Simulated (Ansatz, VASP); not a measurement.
# Two plane-wave programs on AlN

Contents of POSCAR:

```
AlN
1.0
    3.1374551036      0.0000000000      0.0000000000
   -1.5687275518      2.7171158229      0.0000000000
    0.0000000000      0.0000000000      5.0278877429
Al N
2 2
Direct
    0.3333333333      0.6666666667     -0.0032954729
    0.6666666667      0.3333333333      0.4967045271
    0.3333333333      0.6666666667      0.3782954729
    0.6666666667      0.3333333333      0.8782954729
```

The input INCAR.step1:

```
SYSTEM = AlN
PREC = Accurate ; ENCUT = 520
ISMEAR = 0 ; SIGMA = 0.01
LREAL = .FALSE. ; LASPH = .TRUE.
NELM = 100 ; NBANDS = 16
GGA = PE ; ALGO = Normal
EDIFF = 1E-4 ; LWAVE = .TRUE.
LCHARG = .FALSE.
```

Contents of INCAR.step2:

```
SYSTEM = AlN
PREC = Accurate ; ENCUT = 520
EDIFF = 1E-7 ; ISMEAR = 0
SIGMA = 0.01 ; LREAL = .FALSE.
LASPH = .TRUE. ; NELM = 100
ALGO = Normal ; ISIF = 2
LWAVE = .FALSE. ; LCHARG = .TRUE.
METAGGA = R2SCAN ; LMIXTAU = .TRUE.
LELF = .TRUE. ; LVHAR = .TRUE.
NBANDS = 16 ; ISTART = 1
```

KPOINTS

```
regular mesh
0
G
  9 9 4
  0 0 0
```

Input for Ansatz:

```yaml
crystal:
  lattice:
    - [3.1374551036, 0.0, 0.0]
    - [-1.5687275518, 2.7171158229, 0.0]
    - [0.0, 0.0, 5.0278877429]
  atoms:
    - { symbol: Al, position: [0.3333333333, 0.6666666667, -0.0032954729] }
    - { symbol: Al, position: [0.6666666667, 0.3333333333, 0.4967045271] }
    - { symbol: "N", position: [0.3333333333, 0.6666666667, 0.3782954729] }
    - { symbol: "N", position: [0.6666666667, 0.3333333333, 0.8782954729] }
kpoints:
  mp_grid: { grid: [9, 9, 4] }
hamiltonian:
  xc: r2scan
scf:
  occupations: { method: fixed }
  n_extra_bands: 5
output:
  forces: true
  stress: true
  eigenvalues: true
```

Alike in both runs: task single point; functional r2SCAN; k mesh 9 × 9 × 4; no spin polarisation.

|  | VASP | Ansatz |
| --- | --- | --- |
| version | VASP 6.6.1 | Ansatz 0.2.0 |
| potentials or method | VASP PAW PBE potentials, release 64 (Al, N) | plane waves, PAW |
| plane-wave cutoff (eV) | 520 | 500 |
| occupations | gaussian, width 0.01 eV | fixed |
| valence electrons in the cell | 16 | 16 |

VASP gave:

| Quantity | Value |
| --- | --- |
| gap on the k mesh at the Fermi level (eV) | 4.65 |
| pressure (GPa) | -6.3 |
| traceless stress, the component that is largest in VASP (GPa) | 0.28 |
| rms of the force components (eV/Å) | 0.006 |

Q: Estimate Ansatz's values.

A: gap on the k mesh at the Fermi level (eV): 4.61; pressure (GPa): -5.9; traceless stress, the component that is largest in VASP (GPa): 0.27; rms of the force components (eV/Å): 0.006.

VASP's potentials were made for PBE, not for r2SCAN. Atom by atom the forces differ by 0.000 eV/Å (rms over components).
